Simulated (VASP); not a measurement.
# Li8Br3Cl5 (P1) in VASP: a series of runs

Aim: see how the results for Li8Br3Cl5 move with the level of theory and the settings. Levels: PBEsol, RPBE, PBEsol+D4. Tasks: single point.

Everything below comes from runs of VASP 6.6.1. Logs are shortened: lines on timing, memory, paths and dates and some standing lists are left out, and cuts for length are marked.

## Step 1: The cell of the first run

The typed cell holds 16 atoms: a = 7.350 Å, b = 7.350 Å, c = 7.350 Å, α = 60.00°, β = 60.00°, γ = 60.00°.

## Step 2: Single point, PBEsol

Contents of INCAR:

```
PREC = Accurate
ENCUT = 520
EDIFF = 1E-7
ISMEAR = -1
SIGMA = 0.05
LREAL = Auto
LASPH = T
NELM = 100
ALGO = Normal
ISIF = 2
LWAVE = F
LCHARG = F
GGA = PS
NBANDS = 54
```

Contents of KPOINTS:

```
Automatic mesh
0
Gamma
  2 2 2
  0.5 0.5 0.5
```

Contents of POSCAR:

```
Li8Br3Cl5
1.0
    0.0000000000      5.1974390000      5.1974390000
    5.1974390000      0.0000000000      5.1974390000
    5.1974390000      5.1974390000      0.0000000000
Cl Br Li
5 3 8
Direct
    0.7503870000      0.2460000000      0.2489190000
    0.2497050000      0.7492670000      0.7540430000
    0.2514920000      0.7447480000      0.2533040000
    0.2444000000      0.2516270000      0.7506420000
    0.7468450000      0.7511840000      0.2525770000
    0.7478890000      0.2498310000      0.7508690000
    0.2493340000      0.2520380000      0.2521080000
    0.7505310000      0.7516870000      0.7531730000
    0.9987550000      0.9995220000      0.0013710000
    0.5024280000      0.5005960000      0.4984550000
    0.9940380000      0.9932480000      0.5046720000
    0.5062370000      0.4986700000      0.9954340000
    0.0004980000      0.4983510000      0.0039500000
    0.5013960000      0.9995340000      0.4943200000
    0.4986830000      0.0041910000      0.9964540000
    0.0005890000      0.4993310000      0.5031540000
```

Potentials or basis: VASP PAW PBE potentials, release 64 (Cl, Br, Li_sv).

Started as:

```
cat potpaw_PBE.64/Cl/POTCAR potpaw_PBE.64/Br/POTCAR potpaw_PBE.64/Li_sv/POTCAR > POTCAR
mpirun -np 1 vasp_std > vasp.out
```

OUTCAR:

```text
PREC = Accurate
   ENCUT = 520
   EDIFF = 1E-7
   ISMEAR = -1
   LREAL = Auto
   LASPH = T
   NELM = 100
   ISIF = 2
   GGA = PS

 ion  position               nearest neighbor table
   1  0.750  0.246  0.249-   9 2.57  14 2.58  12 2.59  11 2.60  13 2.61  10 2.62
   2  0.250  0.749  0.754-   9 2.59  12 2.59  13 2.60  14 2.61  10 2.62  11 2.63
   3  0.251  0.745  0.253-  10 2.58  16 2.58  11 2.60  12 2.62   9 2.62  15 2.63
   4  0.244  0.252  0.751-  16 2.55   9 2.59  13 2.60  15 2.60
   5  0.747  0.751  0.253-  14 2.55  10 2.57   9 2.60  13 2.61  15 2.62  16 2.62
   6  0.748  0.250  0.751-  12 2.56  15 2.57  10 2.59   9 2.61  16 2.61  11 2.61
   7  0.249  0.252  0.252-  14 2.57  13 2.58  16 2.59  15 2.62  12 2.62  11 2.67
   8  0.751  0.752  0.753-  11 2.52  15 2.58  12 2.59  13 2.60  16 2.61  14 2.64
   9  0.999  1.000  0.001-   1 2.57   2 2.59   4 2.59   5 2.60   6 2.61   3 2.62
  10  0.502  0.501  0.498-   5 2.57   3 2.58   6 2.59   1 2.62   2 2.62
  11  0.994  0.993  0.505-   8 2.52   1 2.60   3 2.60   6 2.61   2 2.63   7 2.67
  12  0.506  0.499  0.995-   6 2.56   8 2.59   1 2.59   2 2.59   7 2.62   3 2.62
  13  0.000  0.498  0.004-   7 2.58   2 2.60   4 2.60   8 2.60   5 2.61   1 2.61
  14  0.501  1.000  0.494-   5 2.55   7 2.57   1 2.58   2 2.61   8 2.64
  15  0.499  0.004  0.996-   6 2.57   8 2.58   4 2.60   7 2.62   5 2.62   3 2.63
  16  0.001  0.499  0.503-   4 2.55   3 2.58   7 2.59   6 2.61   8 2.61   5 2.62

  LATTYP: Found a face centered cubic cell.
 ALAT       =    10.3948780000

  Lattice vectors:

 A1 = (   0.0000000000,   5.1974390000,   5.1974390000)
 A2 = (   5.1974390000,   0.0000000000,   5.1974390000)
 A3 = (   5.1974390000,   5.1974390000,   0.0000000000)

Analysis of symmetry for initial positions (statically):
=====================================================================
 Subroutine PRICEL returns:
 Original cell was already a primitive cell.

 Routine SETGRP: Setting up the symmetry group for a
 face centered cubic supercell.

 Subroutine GETGRP returns: Found  1 space group operations
 (whereof  1 operations were pure point group operations)
 out of a pool of 48 trial point group operations.

The static configuration has the point symmetry C_1 .

Analysis of symmetry for dynamics (positions and initial velocities):
=====================================================================
 Subroutine PRICEL returns:
 Original cell was already a primitive cell.

 Routine SETGRP: Setting up the symmetry group for a
 face centered cubic supercell.

 Subroutine GETGRP returns: Found  1 space group operations
 (whereof  1 operations were pure point group operations)
 out of a pool of 48 trial point group operations.

The dynamic configuration has the point symmetry C_1 .

 Subroutine INISYM returns: Found  1 space group operations
 (whereof  1 operations are pure point group operations),
 and found     1 'primitive' translations

----------------------------------------------------------------------------------------

                                     Primitive cell

  volume of cell :     280.8007

  direct lattice vectors                    reciprocal lattice vectors
     0.000000000  5.197439000  5.197439000    -0.096201225  0.096201225  0.096201225
     5.197439000  0.000000000  5.197439000     0.096201225 -0.096201225  0.096201225
     5.197439000  5.197439000  0.000000000     0.096201225  0.096201225 -0.096201225

  length of vectors
     7.350288723  7.350288723  7.350288723     0.166625410  0.166625410  0.166625410

  position of ions in fractional coordinates (direct lattice)
     0.750387000  0.246000000  0.248919000
     0.249705000  0.749267000  0.754043000
     0.251492000  0.744748000  0.253304000
     0.244400000  0.251627000  0.750642000
     0.746845000  0.751184000  0.252577000
     0.747889000  0.249831000  0.750869000
[... 8 lines left out ...]
     0.498683000  0.004191000  0.996454000
     0.000589000  0.499331000  0.503154000

  ion indices of the primitive-cell ions
   primitive index   ion index
                 1           1
                 2           2
                 3           3
                 4           4
                 5           5
                 6           6
[... 8 lines left out ...]
                15          15
                16          16

----------------------------------------------------------------------------------------

 KPOINTS: Automatic mesh

Automatic generation of k-mesh.
 Grid dimensions read from file:
 generate k-points for:    2    2    2

 Generating k-lattice:

  Cartesian coordinates                     Fractional coordinates (reciprocal lattice)
    -0.048100613  0.048100613  0.048100613     0.500000000  0.000000000  0.000000000
     0.048100613 -0.048100613  0.048100613     0.000000000  0.500000000  0.000000000
     0.048100613  0.048100613 -0.048100613     0.000000000  0.000000000  0.500000000

  Length of vectors
     0.083312705  0.083312705  0.083312705

  Shift w.r.t. Gamma in fractional coordinates (k-lattice)
     0.500000000  0.500000000  0.500000000

 Subroutine IBZKPT returns following result:
 ===========================================

 Found     16 irreducible k-points:

 Following reciprocal coordinates:
            Coordinates               Weight
  0.250000  0.250000  0.250000      2.000000
  0.250000  0.000000  0.000000      2.000000
  0.000000  0.000000 -0.250000      2.000000
  0.000000  0.250000  0.000000      2.000000
 -0.250000  0.250000  0.250000      2.000000
  0.250000 -0.250000  0.250000      2.000000
[... 8 lines left out ...]
  0.000000  0.250000  0.500000      2.000000
  0.500000  0.250000  0.000000      2.000000
   k-points           NKPTS =     16   k-points in BZ     NKDIM =     16   number of bands    NBANDS=     54
   number of dos      NEDOS =    301   number of ions     NIONS =     16
   total plane-waves  NPLWV = 175616
   dimension x,y,z NGX =    56 NGY =   56 NGZ =   56
   dimension x,y,z NGXF=   112 NGYF=  112 NGZF=  112
   ions per type =               5   3   8
   NGX,Y,Z   is equivalent  to a cutoff of  12.67, 12.67, 12.67 a.u.
   NGXF,Y,Z  is equivalent  to a cutoff of  25.33, 25.33, 25.33 a.u.
 SYSTEM =  unknown system
   PREC   = accura    normal or accurate (medium, high low for compatibility)
   ISTART =      0    job   : 0-new  1-cont  2-samecut
   ICHARG =      2    charge: 1-file 2-atom 10-const
   ISPIN  =      1    spin polarized calculation?
   LNONCOLLINEAR =      F non collinear calculations
   LSORBIT =      F    spin-orbit coupling
   LASPH  =      T    aspherical Exc in radial PAW
   ENCUT  =  520.0 eV  38.22 Ry    6.18 a.u.  13.67 13.67 13.67*2*pi/ulx,y,z
   NELM   =    100;   NELMIN=  2; NELMDL= -5     # of ELM steps
   EDIFF  = 0.1E-06   stopping-criterion for ELM
   LREAL  =      T    real-space projection
   EDIFFG = 0.1E-05   stopping-criterion for IOM
   NSW    =      0    number of steps for IOM
   IBRION =     -1    ionic relax: 0-MD 1-quasi-New 2-CG
   NFREE  =      0    steps in history (QN), initial steepest desc. (CG)
   ISIF   =      2    stress and relaxation
   ISYM   =      2    0-nonsym 1-usesym 2-fastsym
   POTIM  = 0.5000    time-step for ionic-motion
   TEBEG  =    0.0;   TEEND  =   0.0 temperature during run
   PSTRESS=    0.0 pullay stress
   NELECT =      80.0000    total number of electrons
   NUPDOWN=      -1.0000    fix difference up-down
   EMIN   =  10.00;   EMAX   =-10.00  energy-range for DOS
   EFERMI =   0.00;   METHOD = LEGACY
   ISMEAR =    -1;   SIGMA  =   0.05  broadening in eV -4-tet -1-fermi 0-gaus
   EFERMI_NEDOS =   21; number of points for ismear=-14 and -15
   IALGO  =     38    algorithm
   IMIX   =      4    mixing-type and parameters
     AMIX     =   0.40;   BMIX     =  1.00
     AMIX_MAG =   1.60;   BMIX_MAG =  1.00
  volume/ion in A,a.u.               =      17.55       118.43
  Fermi-wavevector in a.u.,A,eV,Ry     =   1.077223  2.035655 15.788314  1.160408
  Thomas-Fermi vector in A             =   2.213128
   LORBIT       =      0    0 simple, 1 ext, 2 COOP (PROOUT), +10 PAW based schemes
   GGA     = PS    functional components
   LHFCALC =     F    Hartree Fock is set to
   AEXX    =    0.0000 exact exchange contribution
   IVDW    =     0    specifies the selected vdW correction
   LEPSILON=     F    determine dielectric tensor
   LRPA    =     F    only Hartree local field effects (RPA)
 non-spin polarized calculation
  energy-cutoff  :      520.00
  volume of cell :      280.80
 maximum number of plane-waves:      7564
 NGX is ok and might be reduce to    56
   NGX = 27   NGY = 27   NGZ = 27

 number of electron      80.0000012 magnetization

 Free energy of the ion-electron system (eV)
  ---------------------------------------------------
  ext. energy  EPLUGINS =         0.00000000
  ---------------------------------------------------
  free energy    TOTEN  =       -58.73957119 eV

  energy without entropy =      -58.73957119  energy(sigma->0) =      -58.73957119

 E-fermi :   2.0958     XC(G=0):  -8.9594

 val. band max:        0.8040428916   @ k =   0.0000   0.2500   0.0000
 cond. band min:       7.0137369650   @ k =   0.2500   0.2500   0.2500
 fundamental gap:      6.2096940734
 Fermi energy:         2.0957824285

 k-point     1 :       0.2500    0.2500    0.2500
  band No.  band energies     occupation
      1     -42.4032      2.00000
      2     -42.3915      2.00000
      3     -42.3904      2.00000
      4     -42.3875      2.00000
      5     -42.3745      2.00000
      6     -42.3718      2.00000
[... 44 lines left out ...]
     51       8.9361      0.00000
     52       9.3992      0.00000

 k-point     2 :       0.2500    0.0000    0.0000
  band No.  band energies     occupation
      1     -42.4032      2.00000
      2     -42.3914      2.00000
      3     -42.3905      2.00000
      4     -42.3875      2.00000
      5     -42.3744      2.00000
      6     -42.3719      2.00000
[... 44 lines left out ...]
     51       8.9462      0.00000
     52       9.3894      0.00000

 k-point     3 :       0.0000    0.0000   -0.2500
  band No.  band energies     occupation
      1     -42.4032      2.00000
      2     -42.3914      2.00000
      3     -42.3905      2.00000
      4     -42.3875      2.00000
      5     -42.3744      2.00000
      6     -42.3719      2.00000
[... 44 lines left out ...]
     51       8.9415      0.00000
     52       9.3852      0.00000
[... 606 lines left out ...]
 k-point    15 :       0.0000    0.2500    0.5000
  band No.  band energies     occupation
      1     -42.4032      2.00000
      2     -42.3913      2.00000
      3     -42.3906      2.00000
      4     -42.3875      2.00000
      5     -42.3744      2.00000
      6     -42.3719      2.00000
[... 44 lines left out ...]
     51       9.4961      0.00000
     52       9.9279      0.00000

 k-point    16 :       0.5000    0.2500    0.0000
  band No.  band energies     occupation
      1     -42.4032      2.00000
      2     -42.3913      2.00000
      3     -42.3906      2.00000
      4     -42.3875      2.00000
      5     -42.3744      2.00000
      6     -42.3719      2.00000
[... 44 lines left out ...]
     51       9.4938      0.00000
     52       9.9402      0.00000
 [bands above 52 left out]

------------------------ aborting loop because EDIFF is reached ----------------------------------------

  FORCE on cell =-STRESS in cart. coord.  units (eV):
  Direction    XX          YY          ZZ          XY          YZ          ZX
  --------------------------------------------------------------------------------------
  -------------------------------------------------------------------------------------
  Total        0.3494560      0.2158879      0.3978525      0.0059897     -0.0047884      0.0225422
  in kB        1.9939070      1.2318014      2.2700450      0.0341760     -0.0273212      0.1286199
  external PRESSURE =       1.8319178 kB  Pullay stress =       0.0000000 kB

 VOLUME and BASIS-vectors are now :
 -----------------------------------------------------------------------------
  energy-cutoff  :      520.00
  volume of cell :      280.80
      direct lattice vectors                 reciprocal lattice vectors
     0.000000000  5.197439000  5.197439000    -0.096201225  0.096201225  0.096201225
     5.197439000  0.000000000  5.197439000     0.096201225 -0.096201225  0.096201225
     5.197439000  5.197439000  0.000000000     0.096201225  0.096201225 -0.096201225

 POSITION                                       TOTAL-FORCE (eV/Angst)
 -----------------------------------------------------------------------------------
      2.57231      5.19383      5.17866         0.051751      0.038950      0.034473
      7.81336      5.21692      5.19210        -0.021503     -0.026984      0.009255
      5.18731      2.62365      5.17790         0.049621     -0.031375      0.048248
      5.20923      5.17167      2.57807        -0.004332      0.085778      0.028379
      5.21699      5.19443      7.78591        -0.028798      0.022483     -0.005781
      5.20108      7.78970      5.18559        -0.039566     -0.011252      0.043590
[... 8 lines left out ...]
      5.20079      7.77088      2.61366         0.054933      0.000666     -0.240651
      5.21035      2.61817      2.59830        -0.013283     -0.003206      0.191885
 -----------------------------------------------------------------------------------
    total drift:                                0.000378      0.005328     -0.001003

  FREE ENERGIE OF THE ION-ELECTRON SYSTEM (eV)
  ---------------------------------------------------
  free  energy   TOTEN  =       -58.7395711881 eV

  energy  without entropy=      -58.7395711881  energy(sigma->0) =      -58.73957119
```

It took 5.7 min on 1 thread of AMD EPYC 9R14 (Zen 4), shared host; peak memory 0.45 GiB.

Results:

```
Free energy            : -58.7396 eV
Largest force          : 0.261 eV/Å
Band gap on the k mesh : 6.21 eV
```

Forces in eV/Å, atoms in the order of the input:
```
Cl   0.052  0.039  0.034
Cl  -0.022 -0.027  0.009
Cl   0.050 -0.031  0.048
Cl  -0.004  0.086  0.028
Cl  -0.029  0.022 -0.006
Br  -0.040 -0.011  0.044
Br  -0.068 -0.046 -0.092
Br  -0.046 -0.052 -0.100
Li  -0.024  0.204  0.012
Li   0.017 -0.221 -0.027
Li  -0.193  0.022  0.174
Li   0.247 -0.017 -0.064
Li  -0.016 -0.005  0.013
Li   0.035  0.040 -0.027
Li   0.055  0.001 -0.241
Li  -0.013 -0.003  0.192
```

Caveat: the cutoff is under 1.25 times the usual one of these potentials, so pressure, stress and relaxed cells hold a basis-set (Pulay) error; the PAW data sets were made with another functional, which shifts forces and pressure a little; a shifted mesh leaves out Γ, where band edges can lie. A k mesh can miss the band edges.

[end of part 1 of 2]
